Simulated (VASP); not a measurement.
Set up this calculation in VASP 6.6.1, as the native input.

| Item | Value |
| --- | --- |
| Task | single point |
| Functional | r2SCAN |
| Potentials or basis | VASP PAW PBE potentials, release 64 (Zn, S) |
| Cutoff | 520 eV |
| k mesh | 6 × 4 × 4 |
| Occupations | gaussian, width 0.05 eV |
| Spin | no spin polarisation |
| Dipole correction | no |
| Further INCAR settings | ALGO = Normal; EDIFF = 1e-06; NBANDS = 46 |

ZnS:

```
CELL_PARAMETERS angstrom
-3.80672 0.00000 0.00000
0.00000 0.00000 -6.24574
0.00000 -6.59344 0.00000
ATOMIC_POSITIONS crystal
Zn 0.50000 0.99461 0.16667
Zn 0.00000 0.99461 0.66667
Zn 0.00000 0.49461 0.33333
Zn 0.50000 0.49461 0.83333
S 0.50000 0.62039 0.16667
S 0.00000 0.62039 0.66667
S 0.00000 0.12039 0.33333
S 0.50000 0.12039 0.83333
```

One way to write it, as run:

POSCAR

```
ZnS
1.0
   -3.8067217533      0.0000000000      0.0000000000
    0.0000000000      0.0000000000     -6.2457351331
    0.0000000000     -6.5934354870      0.0000000000
Zn S
4 4
Direct
    0.5000000000      0.9946119293      0.1666666667
    0.0000000000      0.9946119293      0.6666666667
    0.0000000000      0.4946119293      0.3333333333
    0.5000000000      0.4946119293      0.8333333333
    0.5000000000      0.6203880707      0.1666666667
    0.0000000000      0.6203880707      0.6666666667
    0.0000000000      0.1203880707      0.3333333333
    0.5000000000      0.1203880707      0.8333333333
```

INCAR.step1

```
SYSTEM = ZnS
PREC = Accurate ; ENCUT = 520
ISMEAR = 0 ; SIGMA = 0.05
LREAL = .False. ; LASPH = .True.
NELM = 80 ; NBANDS = 46
GGA = PE ; ALGO = Normal
EDIFF = 1E-4 ; LWAVE = .True.
LCHARG = .False.
```

INCAR.step2

```
SYSTEM = ZnS
PREC = Accurate ; ENCUT = 520
EDIFF = 1E-6 ; ISMEAR = 0
SIGMA = 0.05 ; LREAL = .False.
LASPH = .True. ; NELM = 80
ALGO = Normal ; ISIF = 2
LWAVE = .False. ; LCHARG = .False.
METAGGA = R2SCAN ; LMIXTAU = .True.
NBANDS = 46 ; ISTART = 1
```

KPOINTS

```
regular mesh
0
Gamma
  6 4 4
  0 0 0
```

Potentials or basis: VASP PAW PBE potentials, release 64 (Zn, S).

The run is started by

```sh
$ cat potpaw_PBE.64/Zn/POTCAR potpaw_PBE.64/S/POTCAR > POTCAR
$ cp INCAR.step1 INCAR
$ mpirun -np 1 vasp_std > vasp.out
$ cp INCAR.step2 INCAR
$ mpirun -np 1 vasp_std > vasp.out
```

It gave:

```json
{
  "Pressure": "0.1 GPa",
  "Largest force": "0.026 eV/Å",
  "Band gap on the k mesh": "2.79 eV"
}
```

Caveat: the PAW data sets were made with another functional, which shifts forces and pressure a little.

It took 6 min on 1 thread of Intel(R) Xeon(R) 6975P-C (Granite Rapids), on a shared host, peak memory 0.38 GiB.
